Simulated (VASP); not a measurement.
# Sn (P-1) in VASP: single point with LDA

Aim: the single point of Sn with LDA.

All numbers are computed with VASP 6.6.1; they aren't measurements. Logs are shortened: lines on timing, memory, paths and dates and some standing lists are left out, and cuts for length are marked.

## Step 1: The cell of the first run

The typed cell holds 4 atoms: a = 3.406 Å, b = 3.406 Å, c = 12.148 Å, α = 103.71°, β = 69.08°, γ = 119.08°.

## Step 2: Single point, LDA (the part above a cut slid along it)

The input, INCAR:

```
PREC = Accurate ; ENCUT = 520
EDIFF = 1E-6 ; ISMEAR = 0
SIGMA = 0.15 ; LREAL = F
LASPH = T ; NELM = 80
ALGO = Fast ; ISIF = 2
LWAVE = F ; LCHARG = F
GGA = CA ; NBANDS = 36
KPAR = 4
```

The input, KPOINTS:

```
Automatic mesh
0
Gamma
  16 16 4
```

The input, POSCAR:

```
Sn
1.0
   -1.7265390000      1.7755470000     -2.3383420000
   -1.7265390000     -1.7755470000      2.3383420000
   -1.4387825000     11.5410555000      3.5075130000
Sn
4
Direct
   -0.5833333333     -0.1458333333      0.8750000000
    0.1666666667      0.7291666667      0.1250000000
    0.2500000000      0.4375000000      0.3750000000
    0.3333333333      0.1458333333      0.6250000000
```

Potentials or basis: VASP PAW LDA potentials, release 64 (Sn_d).

Launch:

```console
$ cat potpaw_LDA.64/Sn_d/POTCAR > POTCAR
$ mpirun -np 4 vasp_std > vasp.out
```

OUTCAR:

```text
PREC = Accurate
   ENCUT = 520
   EDIFF = 1E-6
   ISMEAR = 0
   LREAL = F
   LASPH = T
   NELM = 80
   ISIF = 2
   GGA = CA

 ion  position               nearest neighbor table
   1  0.417  0.854  0.875-   2 2.92   4 3.41   4 3.41   4 3.55
   2  0.167  0.729  0.125-   1 2.92   3 3.41   3 3.41   3 3.55
   3  0.250  0.438  0.375-   4 3.41   2 3.41   2 3.41   4 3.41   2 3.55   4 3.55
   4  0.333  0.146  0.625-   1 3.41   3 3.41   3 3.41   1 3.41   1 3.55   3 3.55

  LATTYP: Found a triclinic cell.
 ALAT       =     3.4060750692
 B/A-ratio  =     1.0137997343
 C/A-ratio  =     3.3426054067
 COS(alpha) =     0.0252746887
 COS(beta)  =     0.1074386461
 COS(gamma) =     0.5068998671

  Lattice vectors:

 A1 = (  -1.7265390000,  -1.7755470000,   2.3383420000)
 A2 = (  -3.4530780000,   0.0000000000,   0.0000000000)
 A3 = (  -0.2877565000,  -9.7655085000,  -5.8458550000)

Analysis of symmetry for initial positions (statically):
=====================================================================
 Subroutine PRICEL returns:
 Original cell was already a primitive cell.

 Routine SETGRP: Setting up the symmetry group for a
 triclinic supercell.

 Subroutine GETGRP returns: Found  2 space group operations
 (whereof  1 operations were pure point group operations)
 out of a pool of  2 trial point group operations.

The static configuration has the point symmetry C_1 .
 The point group associated with its full space group is S_2 .

Analysis of symmetry for dynamics (positions and initial velocities):
=====================================================================
 Subroutine PRICEL returns:
 Original cell was already a primitive cell.

 Routine SETGRP: Setting up the symmetry group for a
 triclinic supercell.

 Subroutine GETGRP returns: Found  2 space group operations
 (whereof  1 operations were pure point group operations)
 out of a pool of  2 trial point group operations.

The dynamic configuration has the point symmetry C_1 .
 The point group associated with its full space group is S_2 .

 Subroutine INISYM returns: Found  2 space group operations
 (whereof  1 operations are pure point group operations),
 and found     1 'primitive' translations

----------------------------------------------------------------------------------------

                                     Primitive cell

  volume of cell :     114.6929

  direct lattice vectors                    reciprocal lattice vectors
    -1.726539000  1.775547000 -2.338342000    -0.289596702  0.023466947 -0.196007827
    -1.726539000 -1.775547000  2.338342000    -0.289596702 -0.082134313  0.151460593
    -1.438782500 11.541055500  3.507513000     0.000000000  0.070400840  0.053456680

  length of vectors
     3.406075069  3.406075069 12.147785995     0.350479693  0.336975676  0.088396238

  position of ions in fractional coordinates (direct lattice)
     0.416666667  0.854166667  0.875000000
     0.166666667  0.729166667  0.125000000
     0.250000000  0.437500000  0.375000000
     0.333333333  0.145833333  0.625000000

  ion indices of the primitive-cell ions
   primitive index   ion index
                 1           1
                 2           2
                 3           3
                 4           4

----------------------------------------------------------------------------------------

 KPOINTS: Automatic mesh

Automatic generation of k-mesh.
 Grid dimensions read from file:
 generate k-points for:   16   16    4

 Generating k-lattice:

  Cartesian coordinates                     Fractional coordinates (reciprocal lattice)
    -0.018099794  0.001466684 -0.012250489     0.062500000  0.000000000  0.000000000
    -0.018099794 -0.005133395  0.009466287     0.000000000  0.062500000  0.000000000
     0.000000000  0.017600210  0.013364170    -0.000000000  0.000000000  0.250000000

  Length of vectors
     0.021904981  0.021060980  0.022099059

  Shift w.r.t. Gamma in fractional coordinates (k-lattice)
     0.000000000  0.000000000  0.000000000

 Subroutine IBZKPT returns following result:
 ===========================================

 Found    516 irreducible k-points:

 Following reciprocal coordinates:
            Coordinates               Weight
  0.000000  0.000000  0.000000      1.000000
  0.062500 -0.000000  0.000000      2.000000
  0.125000 -0.000000  0.000000      2.000000
  0.187500  0.000000  0.000000      2.000000
  0.250000 -0.000000  0.000000      2.000000
  0.312500  0.000000  0.000000      2.000000
[... 16 lines left out ...]
 -0.187500  0.062500  0.000000      2.000000
 -0.125000  0.062500 -0.000000      2.000000
 [... further k-points ...]
   k-points           NKPTS =    516   k-points in BZ     NKDIM =    516   number of bands    NBANDS=     36
   number of dos      NEDOS =    301   number of ions     NIONS =      4
   total plane-waves  NPLWV =  70560
   dimension x,y,z NGX =    28 NGY =   28 NGZ =   90
   dimension x,y,z NGXF=    56 NGYF=   56 NGZF=  180
   ions per type =               4
   NGX,Y,Z   is equivalent  to a cutoff of  13.67, 13.67, 12.32 a.u.
   NGXF,Y,Z  is equivalent  to a cutoff of  27.33, 27.33, 24.63 a.u.
 SYSTEM =  unknown system
   PREC   = accura    normal or accurate (medium, high low for compatibility)
   ISTART =      0    job   : 0-new  1-cont  2-samecut
   ICHARG =      2    charge: 1-file 2-atom 10-const
   ISPIN  =      1    spin polarized calculation?
   LNONCOLLINEAR =      F non collinear calculations
   LSORBIT =      F    spin-orbit coupling
   LASPH  =      T    aspherical Exc in radial PAW
   ENCUT  =  520.0 eV  38.22 Ry    6.18 a.u.   6.33  6.33 22.59*2*pi/ulx,y,z
   NELM   =     80;   NELMIN=  2; NELMDL= -5     # of ELM steps
   EDIFF  = 0.1E-05   stopping-criterion for ELM
   LREAL  =      F    real-space projection
   EDIFFG = 0.1E-04   stopping-criterion for IOM
   NSW    =      0    number of steps for IOM
   IBRION =     -1    ionic relax: 0-MD 1-quasi-New 2-CG
   NFREE  =      0    steps in history (QN), initial steepest desc. (CG)
   ISIF   =      2    stress and relaxation
   ISYM   =      2    0-nonsym 1-usesym 2-fastsym
   POTIM  = 0.5000    time-step for ionic-motion
   TEBEG  =    0.0;   TEEND  =   0.0 temperature during run
   PSTRESS=    0.0 pullay stress
   NELECT =      56.0000    total number of electrons
   NUPDOWN=      -1.0000    fix difference up-down
   EMIN   =  10.00;   EMAX   =-10.00  energy-range for DOS
   EFERMI =   0.00;   METHOD = LEGACY
   ISMEAR =     0;   SIGMA  =   0.15  broadening in eV -4-tet -1-fermi 0-gaus
   EFERMI_NEDOS =   21; number of points for ismear=-14 and -15
   IALGO  =     68    algorithm
   IMIX   =      4    mixing-type and parameters
     AMIX     =   0.40;   BMIX     =  1.00
     AMIX_MAG =   1.60;   BMIX_MAG =  1.00
  volume/ion in A,a.u.               =      28.67       193.50
  Fermi-wavevector in a.u.,A,eV,Ry     =   1.289116  2.436076 22.610433  1.661820
  Thomas-Fermi vector in A             =   2.421028
   LORBIT       =      0    0 simple, 1 ext, 2 COOP (PROOUT), +10 PAW based schemes
   GGA     = CA    functional components
   LHFCALC =     F    Hartree Fock is set to
   AEXX    =    0.0000 exact exchange contribution
   IVDW    =     0    specifies the selected vdW correction
   LEPSILON=     F    determine dielectric tensor
   LRPA    =     F    only Hartree local field effects (RPA)
 non-spin polarized calculation
 RMM-DIIS sequential band-by-band and
 Gauss-broadening in eV      SIGMA  =   0.15
  energy-cutoff  :      520.00
  volume of cell :      114.69
 maximum number of plane-waves:      3117
 NGX is ok and might be reduce to    28
   NGX = 13   NGY = 13   NGZ = 45

 number of electron      55.9999982 magnetization

 Free energy of the ion-electron system (eV)
  ---------------------------------------------------
  ext. energy  EPLUGINS =         0.00000000
  ---------------------------------------------------
  free energy    TOTEN  =       -17.52036055 eV

  energy without entropy =      -17.49379591  energy(sigma->0) =      -17.50707823

 E-fermi :   7.1941     XC(G=0): -10.3416

 val. band max:        7.1935219253   @ k =  -0.2500   0.4375   0.5000
 cond. band min:       7.1941709956   @ k =   0.1250   0.4375   0.0000
 fundamental gap:      0.0006490703
 Fermi energy:         7.1941459901

 k-point     1 :       0.0000    0.0000    0.0000
  band No.  band energies     occupation
      1     -14.3183      2.00000
      2     -14.2500      2.00000
      3     -14.2421      2.00000
      4     -14.2406      2.00000
      5     -14.2360      2.00000
      6     -14.2260      2.00000
[... 28 lines left out ...]
     35      14.2666      0.00000
     36      14.3952      0.00000

 k-point     2 :       0.0625   -0.0000    0.0000
  band No.  band energies     occupation
      1     -14.3162      2.00000
      2     -14.2505      2.00000
      3     -14.2420      2.00000
      4     -14.2389      2.00000
      5     -14.2333      2.00000
      6     -14.2228      2.00000
[... 28 lines left out ...]
     35      14.1198      0.00000
     36      14.5171      0.00000

 k-point     3 :       0.1250   -0.0000    0.0000
  band No.  band energies     occupation
      1     -14.3111      2.00000
      2     -14.2552      2.00000
      3     -14.2409      2.00000
      4     -14.2356      2.00000
      5     -14.2246      2.00000
      6     -14.2136      2.00000
[... 28 lines left out ...]
     35      13.9643      0.00000
     36      14.1990      0.00000
[... 742 lines left out ...]
 k-point    23 :      -0.1875    0.0625    0.0000
  band No.  band energies     occupation
      1     -14.3074      2.00000
      2     -14.2548      2.00000
      3     -14.2377      2.00000
      4     -14.2327      2.00000
      5     -14.2189      2.00000
      6     -14.2125      2.00000
[... 28 lines left out ...]
     35      13.5994      0.00000
     36      13.8430      0.00000

 k-point    24 :      -0.1250    0.0625   -0.0000
  band No.  band energies     occupation
      1     -14.3130      2.00000
      2     -14.2495      2.00000
      3     -14.2391      2.00000
      4     -14.2332      2.00000
      5     -14.2263      2.00000
      6     -14.2207      2.00000
[... 28 lines left out ...]
     35      14.0469      0.00000
     36      14.1609      0.00000

 [... further k-points ...]

------------------------ aborting loop because EDIFF is reached ----------------------------------------

  FORCE on cell =-STRESS in cart. coord.  units (eV):
  Direction    XX          YY          ZZ          XY          YZ          ZX
  --------------------------------------------------------------------------------------
  -------------------------------------------------------------------------------------
  Total       -3.7589681     -2.4364175     -3.3140846      0.1358890      0.5833034      0.0818543
  in kB      -52.5100758    -34.0349975    -46.2953736      1.8982716      8.1483276      1.1434459
  external PRESSURE =     -44.2801490 kB  Pullay stress =       0.0000000 kB

 VOLUME and BASIS-vectors are now :
 -----------------------------------------------------------------------------
  energy-cutoff  :      520.00
  volume of cell :      114.69
      direct lattice vectors                 reciprocal lattice vectors
    -1.726539000  1.775547000 -2.338342000    -0.289596702  0.023466947 -0.196007827
    -1.726539000 -1.775547000  2.338342000    -0.289596702 -0.082134313  0.151460593
    -1.438782500 11.541055500  3.507513000     0.000000000  0.070400840  0.053456680

 POSITION                                       TOTAL-FORCE (eV/Angst)
 -----------------------------------------------------------------------------------
     -3.45308      9.32162      4.09210        -0.045598     -0.515007     -0.261803
     -1.72654      0.44389      1.75376         0.045598      0.515007      0.261803
     -1.72654      3.99498      1.75376         0.017325      0.000225     -0.026110
     -1.72654      7.54607      1.75376        -0.017325     -0.000225      0.026110
 -----------------------------------------------------------------------------------
    total drift:                               -0.000020      0.000001      0.000023

  FREE ENERGIE OF THE ION-ELECTRON SYSTEM (eV)
  ---------------------------------------------------
  free  energy   TOTEN  =       -17.5203605519 eV

  energy  without entropy=      -17.4937959110  energy(sigma->0) =      -17.50707823
```

Run time: 16 min. Hardware: 4 MPI ranks of Oxide Virtual Turin-like, shared host; peak memory 1.3 GiB.

Results:

```
Free energy            : -17.5204 eV
Pressure               : -4.4 GPa
Largest force          : 0.580 eV/Å
Band gap on the k mesh : zero (bands 28 and 29 overlap by 7.33 eV)
```

Forces in eV/Å, atoms in the order of the input:
```
Sn  -0.046 -0.515 -0.262
Sn   0.046  0.515  0.262
Sn   0.017  0.000 -0.026
Sn  -0.017  0.000  0.026
```

Levels at points of the mesh, in eV from the Fermi level:
| k point | band 24 | band 25 | band 26 | band 27 | band 28 | band 29 | band 30 | band 31 | band 32 | band 33 |
| --- | --- | --- | --- | --- | --- | --- | --- | --- | --- | --- |
| (0.00, 0.00, 0.00) | -6.84 | -4.38 | 0.73 | 0.84 | 5.42 | 5.42 | 5.95 | 6.02 | 6.56 | 6.77 |
| (0.50, 0.00, 0.00) | -5.03 | -4.04 | -3.30 | -2.73 | -2.53 | 0.73 | 1.61 | 1.68 | 2.47 | 2.87 |
| (0.00, 0.50, 0.00) | -5.51 | -3.79 | -3.77 | -2.32 | -2.15 | 0.02 | 0.71 | 2.31 | 3.30 | 3.31 |
| (0.50, 0.50, 0.00) | -4.97 | -3.72 | -3.34 | -2.80 | -2.26 | 0.12 | 2.12 | 2.14 | 2.35 | 2.44 |
| (0.00, 0.00, 0.50) | -8.07 | -2.53 | -2.44 | 4.42 | 4.58 | 5.17 | 5.88 | 6.06 | 6.12 | 6.35 |
| (0.50, 0.00, 0.50) | -5.40 | -3.89 | -3.87 | -2.24 | -1.83 | -0.39 | 0.69 | 2.37 | 3.09 | 3.51 |
| (0.00, 0.50, 0.50) | -4.99 | -4.24 | -3.42 | -2.52 | -2.40 | 0.63 | 1.30 | 1.77 | 2.53 | 2.69 |
| (0.50, 0.50, 0.50) | -5.30 | -4.06 | -3.69 | -2.17 | -1.83 | -0.17 | 0.82 | 1.87 | 3.05 | 3.11 |

Caveat: the cell differs from its parent crystal (the part above a cut slid along it); the cell stands under tension; spin-orbit coupling is left out, which moves the levels of the heavy elements.
